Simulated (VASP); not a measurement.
A run of VASP 6.6.1 is set up as follows.

The input POSCAR:

```
CsCl
1.0
    4.1718112312      0.0000000000      0.0000000000
    0.0000000000      4.1718112312      0.0000000000
    0.0000000000      0.0000000000      4.1718112312
Cs Cl
1 1
Direct
    0.0000000000      0.0000000000      0.0000000000
    0.5000000000      0.5000000000      0.5000000000
```

Contents of INCAR.step1:

```
  PREC = Accurate
  ENCUT = 400
  EDIFF = 1E-5
  ISMEAR = -1
  SIGMA = 0.05
  LREAL = F
  LASPH = T
  NELM = 120
  ALGO = Normal
  ISIF = 2
  LWAVE = T
  LCHARG = F
  GGA = PE
  NBANDS = 15
  GGA_COMPAT = F
```

Contents of INCAR.step2:

```
  PREC = Accurate
  ENCUT = 400
  EDIFF = 1E-6
  ISMEAR = -1
  SIGMA = 0.05
  LREAL = F
  LASPH = T
  NELM = 120
  ALGO = Normal
  ISIF = 2
  LWAVE = F
  LCHARG = F
  GGA = PE
  LHFCALC = T
  HFSCREEN = 0.2079
  PRECFOCK = Normal
  ISTART = 1
  NBANDS = 15
  GGA_COMPAT = F
```

KPOINTS

```
regular mesh
0
Gamma
  4 4 4
```

Potentials or basis: VASP PAW PBE potentials, release 64 (Cs_sv, Cl).

Launch:

```sh
$ cat potpaw_PBE.64/Cs_sv/POTCAR potpaw_PBE.64/Cl/POTCAR > POTCAR
$ cp INCAR.step1 INCAR
$ mpirun -np 1 vasp_std > vasp.out
$ cp INCAR.step2 INCAR
$ mpirun -np 1 vasp_std > vasp.out
```

Task: Estimate the band gap on the k mesh.

Result: 6.41 eV.

Task: What does it give for the pressure?

Result: 0.0 GPa.

Caveat: the PAW data sets were made with another functional, which shifts forces and pressure a little; spin-orbit coupling is left out, which moves the levels of the heavy elements.
